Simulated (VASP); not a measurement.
LaPb3, 4 atoms in the cell. Symmetry: Pm-3m, No. 221, cubic system. Conventional cell: a = 5.002 Å, b = 5.002 Å, c = 5.002 Å, α = 90.00°, β = 90.00°, γ = 90.00°. La (site symmetry m-3m) has 12 Pb at 3.54 Å within 4.6 Å. Within 4.6 Å of Pb (site symmetry 4/mmm) lie 4 La at 3.54 Å and 8 Pb at 3.54 Å. 

- Program: VASP 6.6.1
- Task: electric field gradients
- Functional: PBEsol
- Potentials or basis: VASP PAW PBE potentials, release 64 (La, Pb_d)
- Cutoff: 520 eV
- k mesh: 7 × 7 × 7
- Occupations: fermi-dirac, width 0.05 eV
- Spin: no spin polarisation
- Dipole correction: no
- Further INCAR settings: ALGO = Normal; EDIFF = 1e-08; NBANDS = 34

Potentials or basis: VASP PAW PBE potentials, release 64 (La, Pb_d).

Run with:

```bash
$ cat potpaw_PBE.64/La/POTCAR potpaw_PBE.64/Pb_d/POTCAR > POTCAR
$ mpirun -np 1 vasp_std > vasp.out
```

Hardware: 1 thread of Intel(R) Xeon(R) Platinum 8488C (Sapphire Rapids) (shared host).

Problem. How long does it take, and how much memory?

Solution. It took 2.3 min on 1 thread of Intel(R) Xeon(R) Platinum 8488C (Sapphire Rapids), on a shared host, peak memory 0.29 GiB. Counts: scf iterations 20, k points 20.
